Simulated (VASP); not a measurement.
Runs of VASP 6.6.1 on P. The structure is that of space group P6_3/mmc (No. 194), or close to it. The cells are those of the table. 

```tsv
cell	gap on the mesh (eV)	pressure (GPa)
a = 3.318, b = 3.318, c = 3.281 Å, angles 90.0, 90.0, 120.0°, 2 atoms	none	-6.3
a = 3.146, b = 3.146, c = 3.110 Å, angles 90.0, 90.0, 120.0°, 2 atoms	none	(a)
a = 3.277, b = 3.277, c = 3.240 Å, angles 90.0, 90.0, 120.0°, 2 atoms	none	(b)
a = 3.190, b = 3.190, c = 3.155 Å, angles 90.0, 90.0, 120.0°, 2 atoms	none	5.2
a = 3.234, b = 3.234, c = 3.198 Å, angles 90.0, 90.0, 120.0°, 2 atoms	none	0.6
```

Alike in all rows: task single point; level PBEsol; potentials or basis VASP PAW PBE potentials, release 64 (P); no spin polarisation; k mesh 13 × 13 × 11; cutoff (eV) 520; smearing fermi-dirac 0.1 eV.

Task: Fill in the values left out.

Result: (a) 10.8; (b) -3.2.

Caveats: the PAW data sets were made with another functional, which shifts forces and pressure a little.

A gap of «none» marks levels without a gap at the run's occupations.
